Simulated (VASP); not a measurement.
# Te2Mo in VASP: a series of runs, part 2 of 2

VASP 6.6.1. Earlier steps stand in the parts before.

## (3) Single point, PBE+D3(BJ) (layers slid over each other)

Contents of INCAR:

```
PREC     = Accurate       # precision mode
ENCUT    = 520            # plane-wave cutoff, eV
EDIFF    = 1E-6           # SCF threshold, eV
ISMEAR   = 0              # smearing method
SIGMA    = 0.05           # smearing width, eV
LREAL    = False          # projectors in reciprocal space
LASPH    = True           # aspherical terms in the spheres
NELM     = 100            # most SCF steps
ALGO     = Normal         # electronic algorithm
ISIF     = 2              # what is computed and relaxed
LWAVE    = False          # write WAVECAR
LCHARG   = False          # write CHGCAR
LDIPOL   = True         
IDIPOL   = 3            
DIPOL    = 0.5 0.5 0.408
GGA      = PE             # functional
IVDW     = 12             # dispersion correction
NBANDS   = 35             # bands
```

Contents of KPOINTS:

```
regular mesh
0
Gamma
  9 9 1
```

Contents of POSCAR:

```
Te2Mo
1.0
    3.5038816881      0.0000000000      0.0000000000
   -1.7519408440      3.0344505538      0.0000000000
    0.0000000000      0.0000000000     24.7677198395
Te Mo
4 2
Direct
    0.3333333333      0.6666666667      0.1816881017
    0.3333333333      0.6666666667      0.3284056818
    0.8333333333      0.6666666667      0.4870799572
    0.8333333333      0.6666666667      0.6337975373
    0.6666666667      0.3333333333      0.2550468917
    1.1666666667      0.3333333333      0.5604387473
```

Potentials or basis: VASP PAW PBE potentials, release 64 (Te, Mo_sv).

The run is started by

```bash
> cat potpaw_PBE.64/Te/POTCAR potpaw_PBE.64/Mo_sv/POTCAR > POTCAR
> mpirun -np 1 vasp_std > vasp.out
```

OUTCAR:

```text
PREC = Accurate
   ENCUT = 520
   EDIFF = 1E-6
   ISMEAR = 0
   LREAL = False
   LASPH = True
   NELM = 100
   ISIF = 2
   GGA = PE
   IVDW = 12
 IVDW          = 12

 ion  position               nearest neighbor table
   1  0.333  0.667  0.182-   5 2.72   5 2.72   5 2.72   2 3.63
   2  0.333  0.667  0.328-   5 2.72   5 2.72   5 2.72   1 3.63
   3  0.833  0.667  0.487-   6 2.72   6 2.72   6 2.72   4 3.63
   4  0.833  0.667  0.634-   6 2.72   6 2.72   6 2.72   3 3.63
   5  0.667  0.333  0.255-   1 2.72   1 2.72   1 2.72   2 2.72   2 2.72   2 2.72
   6  0.167  0.333  0.560-   4 2.72   4 2.72   4 2.72   3 2.72   3 2.72   3 2.72

  LATTYP: Found a hexagonal cell.
 ALAT       =     3.5038816881
 C/A-ratio  =     7.0686518679

  Lattice vectors:

 A1 = (   3.5038816881,   0.0000000000,   0.0000000000)
 A2 = (  -1.7519408440,   3.0344505538,   0.0000000000)
 A3 = (   0.0000000000,   0.0000000000,  24.7677198395)

Analysis of symmetry for initial positions (statically):
=====================================================================
 Subroutine PRICEL returns:
 Original cell was already a primitive cell.

 Routine SETGRP: Setting up the symmetry group for a
 hexagonal supercell.

[... 191 lines left out ...]
      3     -32.3632      2.00000
      4     -32.3632      2.00000
      5     -32.2193      2.00000
      6     -32.2193      2.00000
[... 901 lines left out ...]
     34       6.3469      0.00000
     35       7.2486      0.00000

 [... further k-points ...]

------------------------ aborting loop because EDIFF is reached ----------------------------------------

 vacuum level on the upper side and lower side of the slab       (xc-potential included)        -0.163        -0.163

 Edisp (eV)   -2.70208

 E8    (eV) :    -1.2790

  FORCE on cell =-STRESS in cart. coord.  units (eV):
  Direction    XX          YY          ZZ          XY          YZ          ZX
  --------------------------------------------------------------------------------------
  -------------------------------------------------------------------------------------
  Total      -0.15113    -0.26549    -0.64239    -0.00000     0.00000     0.00000
  in kB      -0.91951    -1.61529    -3.90834    -0.00000     0.00000     0.00000
  external pressure =       -2.15 kB  Pullay stress =        0.00 kB

 VOLUME and BASIS-vectors are now :
 -----------------------------------------------------------------------------
  energy-cutoff  :      520.00
  volume of cell :      263.34
      direct lattice vectors                 reciprocal lattice vectors
     3.503881688  0.000000000  0.000000000     0.285397764  0.164774476  0.000000000
    -1.751940844  3.034450554  0.000000000     0.000000000  0.329548952  0.000000000
     0.000000000  0.000000000 24.767719839     0.000000000  0.000000000  0.040375134

 POSITION                                       TOTAL-FORCE (eV/Angst)
 -----------------------------------------------------------------------------------
     -0.00000      2.02297      4.50000        -0.000000     -0.001370     -0.002756
     -0.00000      2.02297      8.13386         0.000000      0.001765      0.118782
      1.75194      2.02297     12.06386         0.000000      0.001765     -0.118782
      1.75194      2.02297     15.69772        -0.000000     -0.001370      0.002756
      1.75194      1.01148      6.31693        -0.000000     -0.000396      0.019322
      0.00000      1.01148     13.88079        -0.000000     -0.000396     -0.019322
 -----------------------------------------------------------------------------------
    total drift:                               -0.000001     -0.000500     -0.000088

  FREE ENERGIE OF THE ION-ELECTRON SYSTEM (eV)
  ---------------------------------------------------
  free  energy   TOTEN  =       -38.7181145270 eV

  energy  without entropy=      -38.7181145270  energy(sigma->0) =      -38.71811453

 vacuum level on the upper side and lower side of the slab         7.189         7.191
```

stdout:

```text
POSCAR found type information on POSCAR TeMo
 POSCAR found :  2 types and       6 ions
 scaLAPACK will be used
 LDA part: xc-table for (Slater+PW92), standard interpolation
 POSCAR, INCAR and KPOINTS ok, starting setup
 FFT: planning ... GRIDC
 FFT: planning ... GRID_SOFT
 FFT: planning ... GRID
 WAVECAR not read
 entering main loop
```

It took 5.2 min on 1 thread of Intel Xeon Platinum 8375C at 2.90GHz (Ice Lake), shared host; peak memory 0.48 GiB.

Results:

```yaml
Free_energy: -38.7181 eV
Largest_force: 0.119 eV/Å
Band_gap_on_the_k_mesh: 1.16 eV (least direct gap 1.18 eV)
Dispersion_energy_per_atom: -0.450 eV
```

Forces in eV/Å, atoms in the order of the input:
```
Te   0.000 -0.001 -0.003
Te   0.000  0.002  0.119
Te   0.000  0.002 -0.119
Te   0.000 -0.001  0.003
Mo   0.000  0.000  0.019
Mo   0.000  0.000 -0.019
```

Caveat: the cell differs from its parent crystal (layers slid over each other); spin-orbit coupling is left out, which moves the levels of the heavy elements.
